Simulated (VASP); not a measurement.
# BN (R3m) in VASP: further runs, part 2 of 2

VASP 6.6.1. The steps go on from the part before.

## 3. Single point, PBE+D3(BJ) (atoms displaced along a vibrational mode, the cell strained)

File INCAR:

```
PREC = Accurate ; ENCUT = 600
EDIFF = 1E-6 ; ISMEAR = 0
SIGMA = 0.05 ; LREAL = False
LASPH = True ; NELM = 120
ALGO = Normal ; ISIF = 2
LWAVE = False ; LCHARG = False
GGA = PE ; IVDW = 12
NBANDS = 11 ; GGA_COMPAT = False
```

File KPOINTS:

```
regular mesh
0
Gamma
  12 12 12
```

File POSCAR:

```
BN
1.0
    1.2027024292      0.6943805712      3.2955578494
   -1.2027024292      0.6943805712      3.2955578494
    0.0000000000     -1.3887611425      3.2955578494
B N
1 1
Direct
    0.9947185001      0.9947185001      0.9947185001
    0.3365786723      0.3365786723      0.3365786723
```

Potentials or basis: VASP PAW PBE potentials, release 64 (B, N).

Started as:

```
cat potpaw_PBE.64/B/POTCAR potpaw_PBE.64/N/POTCAR > POTCAR
mpirun -np 1 vasp_std > vasp.out
```

OUTCAR:

```text
PREC = Accurate
   ENCUT = 600
   EDIFF = 1E-6
   ISMEAR = 0
   LREAL = False
   LASPH = True
   NELM = 120
   ISIF = 2
   GGA = PE
   IVDW = 12
 IVDW          = 12

 ion  position               nearest neighbor table
   1  0.995  0.995  0.995-   2 1.39   2 1.39   2 1.39
   2  0.337  0.337  0.337-   1 1.39   1 1.39   1 1.39

  LATTYP: Found a trigonal (rhomboedric) cell.
 ALAT       =     3.5762213368
 COS(alpha) =     0.7737974002

  Lattice vectors:

 A1 = (   1.2027024292,   0.6943805712,   3.2955578494)
 A2 = (  -1.2027024292,   0.6943805712,   3.2955578494)
 A3 = (   0.0000000000,  -1.3887611425,   3.2955578494)

Analysis of symmetry for initial positions (statically):
=====================================================================
 Subroutine PRICEL returns:
 Original cell was already a primitive cell.

 Routine SETGRP: Setting up the symmetry group for a
 trigonal (rhombohedral) supercell.

 Subroutine GETGRP returns: Found  6 space group operations
 (whereof  6 operations were pure point group operations)
 out of a pool of 12 trial point group operations.

The static configuration has the point symmetry C_3v.

Analysis of symmetry for dynamics (positions and initial velocities):
=====================================================================
 Subroutine PRICEL returns:
 Original cell was already a primitive cell.

 Routine SETGRP: Setting up the symmetry group for a
 trigonal (rhombohedral) supercell.

 Subroutine GETGRP returns: Found  6 space group operations
 (whereof  6 operations were pure point group operations)
 out of a pool of 12 trial point group operations.

The dynamic configuration has the point symmetry C_3v.

 Subroutine INISYM returns: Found  6 space group operations
 (whereof  6 operations are pure point group operations),
 and found     1 'primitive' translations

----------------------------------------------------------------------------------------

                                     Primitive cell

  volume of cell :      16.5134

[... 118 lines left out ...]
   LRPA    =     F    only Hartree local field effects (RPA)
 non-spin polarized calculation
 Gauss-broadening in eV      SIGMA  =   0.05
  energy-cutoff  :      600.00
  volume of cell :       16.51
 maximum number of plane-waves:       562
 NGX is ok and might be reduce to    30
   NGX = 15   NGY = 15   NGZ = 15

 number of electron       8.0000000 magnetization

 Free energy of the ion-electron system (eV)
  ---------------------------------------------------
  ext. energy  EPLUGINS =         0.00000000
  ---------------------------------------------------
  free energy    TOTEN  =       -17.28993462 eV

  energy without entropy =      -17.28993462  energy(sigma->0) =      -17.28993462

 E-fermi :   3.0862     XC(G=0): -10.3881

 val. band max:        2.8499056749   @ k =  -0.3333   0.3333   0.0000
 cond. band min:       7.1185542701   @ k =   0.5000   0.5000   0.0000
 fundamental gap:      4.2686485951
 Fermi energy:         3.0862043765

 k-point     1 :       0.0000    0.0000    0.0000
  band No.  band energies     occupation
      1     -15.6538      2.00000
      2      -1.8618      2.00000
      3       1.7834      2.00000
      4       1.7834      2.00000
      5       7.9640      0.00000
      6      15.5636      0.00000
      7      15.5636      0.00000
      8      17.5760      0.00000
      9      19.8325      0.00000
     10      30.8729      0.00000
     11      32.3411      0.00000
[... 309 lines left out ...]
 k-point    24 :      -0.4167    0.1667   -0.0000
  band No.  band energies     occupation
      1     -11.7778      2.00000
      2      -6.2221      2.00000
      3      -2.7342      2.00000
      4       2.4469      2.00000
      5       8.4032      0.00000
      6      15.0780      0.00000
      7      17.5612      0.00000
      8      18.0312      0.00000
      9      21.3418      0.00000
     10      25.6574      0.00000
     11      28.1880      0.00000

 [... further k-points ...]

------------------------ aborting loop because EDIFF is reached ----------------------------------------

 Edisp (eV)   -0.30752

 E8    (eV) :    -0.0902

  FORCE on cell =-STRESS in cart. coord.  units (eV):
  Direction    XX          YY          ZZ          XY          YZ          ZX
  --------------------------------------------------------------------------------------
  -------------------------------------------------------------------------------------
  Total       5.46433     5.46433    -0.13623     0.00000     0.00000    -0.00000
  in kB     530.16600   530.16600   -13.21773     0.00000     0.00000    -0.00000
  external pressure =      349.04 kB  Pullay stress =        0.00 kB

 VOLUME and BASIS-vectors are now :
 -----------------------------------------------------------------------------
  energy-cutoff  :      600.00
  volume of cell :       16.51
      direct lattice vectors                 reciprocal lattice vectors
     1.202702429  0.694380571  3.295557849     0.415730432  0.240022077  0.101146255
    -1.202702429  0.694380571  3.295557849    -0.415730432  0.240022077  0.101146255
     0.000000000 -1.388761142  3.295557849     0.000000000 -0.480044153  0.101146255

 POSITION                                       TOTAL-FORCE (eV/Angst)
 -----------------------------------------------------------------------------------
      0.00000     -0.00000      9.83446         0.000000     -0.000000      0.998861
      0.00000     -0.00000      3.32764         0.000000      0.000000     -0.998861
 -----------------------------------------------------------------------------------
    total drift:                                0.000000      0.000000      0.000029

  FREE ENERGIE OF THE ION-ELECTRON SYSTEM (eV)
  ---------------------------------------------------
  free  energy   TOTEN  =       -17.5974547517 eV

  energy  without entropy=      -17.5974547517  energy(sigma->0) =      -17.59745475
```

OSZICAR:

```text
N       E                     dE             d eps       ncg     rms          rms(c)
DAV:   1     0.197132183445E+02    0.19713E+02   -0.50954E+03  4158   0.775E+02
DAV:   2    -0.186046960181E+02   -0.38318E+02   -0.36960E+02  4884   0.192E+02
DAV:   3    -0.195254138085E+02   -0.92072E+00   -0.91925E+00  5166   0.271E+01
DAV:   4    -0.195280404026E+02   -0.26266E-02   -0.26265E-02  4562   0.154E+00
DAV:   5    -0.195280504432E+02   -0.10041E-04   -0.10041E-04  5113   0.874E-02    0.877E+00
DAV:   6    -0.175680650663E+02    0.19600E+01   -0.53601E+00  4864   0.142E+01    0.406E+00
DAV:   7    -0.173339540588E+02    0.23411E+00   -0.39262E-01  4826   0.450E+00    0.240E+00
DAV:   8    -0.172889613681E+02    0.44993E-01   -0.13468E-01  5005   0.232E+00    0.322E-01
DAV:   9    -0.172894981194E+02   -0.53675E-03   -0.28150E-03  4608   0.483E-01    0.161E-01
DAV:  10    -0.172899079646E+02   -0.40985E-03   -0.53414E-04  4638   0.178E-01    0.270E-02
DAV:  11    -0.172899329485E+02   -0.24984E-04   -0.39063E-05  5037   0.460E-02    0.213E-02
DAV:  12    -0.172899344295E+02   -0.14811E-05   -0.76366E-06  4578   0.203E-02    0.160E-03
DAV:  13    -0.172899346180E+02   -0.18846E-06   -0.37566E-07  4605   0.552E-03
   1 F= -.17597455E+02 E0= -.17597455E+02  d E =-.679595E-13
```

Run time: 59 s. Hardware: 1 thread of Intel Xeon Platinum 8375C at 2.90GHz (Ice Lake), shared host; peak memory 0.2 GiB.

What came out:

```yaml
Free_energy: -17.5975 eV
Pressure: 34.9 GPa
Largest_force: 0.999 eV/Å
Band_gap_on_the_k_mesh: 4.27 eV (least direct gap 4.94 eV)
Dispersion_energy_per_atom: -0.154 eV
```

Forces in eV/Å, atoms in the order of the input:
```
B    0.000  0.000  0.999
N    0.000  0.000 -0.999
```

Levels at points of the mesh, in eV from the valence-band top:
```tsv
k point	band 1	band 2	band 3	band 4	band 5	band 6	band 7	band 8
(0.00, 0.00, 0.00)	-18.50	-4.71	-1.07	-1.07	5.11	12.71	12.71	14.73
(0.50, 0.00, 0.00)	-14.93	-9.38	-4.18	-0.74	5.69	10.96	13.91	15.46
(0.50, 0.50, 0.00)	-14.85	-9.26	-4.24	-1.26	4.27	11.22	15.20	18.63
(0.50, 0.50, 0.50)	-18.20	-6.84	-1.08	-1.08	10.61	12.62	12.62	14.40
```

Caveat: the cell differs from its parent crystal (atoms displaced along a vibrational mode, the cell strained); the stress differs along the axes, from -1 to 53 GPa.

## 4. Single point, PBE+D3(BJ) (atoms displaced along a vibrational mode, the cell strained)

File INCAR:

```
  ALGO = Normal
  EDIFF = 1E-6
  ENCUT = 600
  GGA = PE
  GGA_COMPAT = False
  ISIF = 2
  ISMEAR = 0
  IVDW = 12
  LASPH = True
  LCHARG = False
  LREAL = False
  LWAVE = False
  NBANDS = 11
  NELM = 120
  PREC = Accurate
  SIGMA = 0.05
```

File KPOINTS:

```
k-points
0
Gamma
  12 12 12
```

File POSCAR:

```
BN
1.0
    1.2027024292      0.6943805712      3.2955578494
   -1.2027024292      0.6943805712      3.2955578494
    0.0000000000     -1.3887611425      3.2955578494
B N
1 1
Direct
    1.0096476873      1.0096476873      1.0096476873
    0.3250569679      0.3250569679      0.3250569679
```

Potentials or basis: VASP PAW PBE potentials, release 64 (B, N).

Started as:

```
cat potpaw_PBE.64/B/POTCAR potpaw_PBE.64/N/POTCAR > POTCAR
mpirun -np 1 vasp_std > vasp.out
```

OUTCAR:

```text
EDIFF = 1E-6
   ENCUT = 600
   GGA = PE
   ISIF = 2
   ISMEAR = 0
   IVDW = 12
   LASPH = True
   LREAL = False
   NELM = 120
   PREC = Accurate
 IVDW          = 12

 ion  position               nearest neighbor table
   1  0.010  0.010  0.010-   2 1.40   2 1.40   2 1.40
   2  0.325  0.325  0.325-   1 1.40   1 1.40   1 1.40

  LATTYP: Found a trigonal (rhomboedric) cell.
 ALAT       =     3.5762213368
 COS(alpha) =     0.7737974002

  Lattice vectors:

 A1 = (   1.2027024292,   0.6943805712,   3.2955578494)
 A2 = (  -1.2027024292,   0.6943805712,   3.2955578494)
 A3 = (   0.0000000000,  -1.3887611425,   3.2955578494)

Analysis of symmetry for initial positions (statically):
=====================================================================
 Subroutine PRICEL returns:
 Original cell was already a primitive cell.

 Routine SETGRP: Setting up the symmetry group for a
 trigonal (rhombohedral) supercell.

 Subroutine GETGRP returns: Found  6 space group operations
 (whereof  6 operations were pure point group operations)
 out of a pool of 12 trial point group operations.

The static configuration has the point symmetry C_3v.

Analysis of symmetry for dynamics (positions and initial velocities):
=====================================================================
 Subroutine PRICEL returns:
 Original cell was already a primitive cell.

 Routine SETGRP: Setting up the symmetry group for a
 trigonal (rhombohedral) supercell.

 Subroutine GETGRP returns: Found  6 space group operations
 (whereof  6 operations were pure point group operations)
 out of a pool of 12 trial point group operations.

The dynamic configuration has the point symmetry C_3v.

 Subroutine INISYM returns: Found  6 space group operations
 (whereof  6 operations are pure point group operations),
 and found     1 'primitive' translations

----------------------------------------------------------------------------------------

[... 119 lines left out ...]
   AEXX    =    0.0000 exact exchange contribution
   IVDW    =    12    specifies the selected vdW correction
   LEPSILON=     F    determine dielectric tensor
   LRPA    =     F    only Hartree local field effects (RPA)
 non-spin polarized calculation
 Gauss-broadening in eV      SIGMA  =   0.05
  energy-cutoff  :      600.00
  volume of cell :       16.51
 maximum number of plane-waves:       562
 NGX is ok and might be reduce to    30
   NGX = 15   NGY = 15   NGZ = 15

 number of electron       8.0000000 magnetization

 Free energy of the ion-electron system (eV)
  ---------------------------------------------------
  ext. energy  EPLUGINS =         0.00000000
  ---------------------------------------------------
  free energy    TOTEN  =       -17.15723156 eV

  energy without entropy =      -17.15723156  energy(sigma->0) =      -17.15723156

 E-fermi :   3.1475     XC(G=0): -10.4216

 val. band max:        2.8090557640   @ k =  -0.3333   0.2500  -0.0000
 cond. band min:       7.3772723676   @ k =   0.5000   0.5000   0.0000
 fundamental gap:      4.5682166036
 Fermi energy:         3.1474926846

 k-point     1 :       0.0000    0.0000    0.0000
  band No.  band energies     occupation
      1     -15.5969      2.00000
      2      -1.7457      2.00000
      3       1.9998      2.00000
      4       1.9998      2.00000
      5       7.5245      0.00000
      6      15.5255      0.00000
      7      15.5255      0.00000
      8      17.7011      0.00000
      9      19.8367      0.00000
     10      30.8320      0.00000
     11      32.8643      0.00000
[... 309 lines left out ...]
 k-point    24 :      -0.4167    0.1667   -0.0000
  band No.  band energies     occupation
      1     -11.6796      2.00000
      2      -6.1214      2.00000
      3      -2.5716      2.00000
      4       2.5464      2.00000
      5       7.9463      0.00000
      6      15.7810      0.00000
      7      16.8360      0.00000
      8      18.0510      0.00000
      9      21.7093      0.00000
     10      26.1745      0.00000
     11      27.8700      0.00000

 [... further k-points ...]

------------------------ aborting loop because EDIFF is reached ----------------------------------------

 Edisp (eV)   -0.30765

 E8    (eV) :    -0.0902

  FORCE on cell =-STRESS in cart. coord.  units (eV):
  Direction    XX          YY          ZZ          XY          YZ          ZX
  --------------------------------------------------------------------------------------
  -------------------------------------------------------------------------------------
  Total       5.25504     5.25504    -0.58286     0.00000     0.00000     0.00000
  in kB     509.85962   509.85962   -56.55078     0.00000     0.00000     0.00000
  external pressure =      321.06 kB  Pullay stress =        0.00 kB

 VOLUME and BASIS-vectors are now :
 -----------------------------------------------------------------------------
  energy-cutoff  :      600.00
  volume of cell :       16.51
      direct lattice vectors                 reciprocal lattice vectors
     1.202702429  0.694380571  3.295557849     0.415730432  0.240022077  0.101146255
    -1.202702429  0.694380571  3.295557849    -0.415730432  0.240022077  0.101146255
     0.000000000 -1.388761142  3.295557849     0.000000000 -0.480044153  0.101146255

 POSITION                                       TOTAL-FORCE (eV/Angst)
 -----------------------------------------------------------------------------------
      0.00000     -0.00000      0.09538         0.000000      0.000000     -2.028214
      0.00000     -0.00000      3.21373         0.000000     -0.000000      2.028214
 -----------------------------------------------------------------------------------
    total drift:                               -0.000000      0.000000     -0.000170

  FREE ENERGIE OF THE ION-ELECTRON SYSTEM (eV)
  ---------------------------------------------------
  free  energy   TOTEN  =       -17.4648864821 eV

  energy  without entropy=      -17.4648864821  energy(sigma->0) =      -17.46488648
```

It took 57 s on 1 thread of Intel Xeon Platinum 8375C at 2.90GHz (Ice Lake), shared host; peak memory 0.2 GiB.

What came out:

```
Free energy                : -17.4649 eV
Pressure                   : 32.1 GPa
Largest force              : 2.028 eV/Å
Band gap on the k mesh     : 4.57 eV (least direct gap 5.00 eV)
Dispersion energy per atom : -0.154 eV
```

Forces in eV/Å, atoms in the order of the input:
```
B    0.000  0.000 -2.028
N    0.000  0.000  2.028
```

Levels at points of the mesh, in eV from the valence-band top:
| k point | band 2 | band 3 | band 4 | band 5 | band 6 | band 7 |
| --- | --- | --- | --- | --- | --- | --- |
| (0.00, 0.00, 0.00) | -4.55 | -0.81 | -0.81 | 4.72 | 12.72 | 12.72 |
| (0.50, 0.00, 0.00) | -9.27 | -3.92 | -0.52 | 5.02 | 11.32 | 13.66 |
| (0.50, 0.50, 0.00) | -9.11 | -3.99 | -1.36 | 4.57 | 11.13 | 14.54 |
| (0.50, 0.50, 0.50) | -6.78 | -0.83 | -0.83 | 10.28 | 12.69 | 12.69 |

Caveat: the cell differs from its parent crystal (atoms displaced along a vibrational mode, the cell strained); the stress differs along the axes, from -6 to 51 GPa; forces of over 1 eV/Å act on the atoms, so gaps and moduli don't describe the material at rest. A k mesh can miss the band edges.

## 5. Overview

```tsv
cell	gap on the mesh (eV)	pressure (GPa)	largest force (eV/Å)
as given, atomic positions A	4.51	35.4	0.50
as given, atomic positions B	4.27	34.9	1.00
as given, atomic positions C	4.57	32.1	2.03
```

Alike in all rows: task single point; level PBE+D3(BJ); potentials or basis VASP PAW PBE potentials, release 64 (B, N); no spin polarisation; k mesh 12 × 12 × 12; cutoff (eV) 600; smearing gaussian 0.05 eV.

Caveats: the stress differs along the axes, from -1 to 54 GPa (at least some runs); the stress differs along the axes, from -1 to 53 GPa (at least some runs); the stress differs along the axes, from -6 to 51 GPa (at least some runs); forces of over 1 eV/Å act on the atoms, so gaps and moduli don't describe the material at rest (at least some runs).

Total energies depend on the potentials used, so only differences within one code and one set of settings carry meaning.
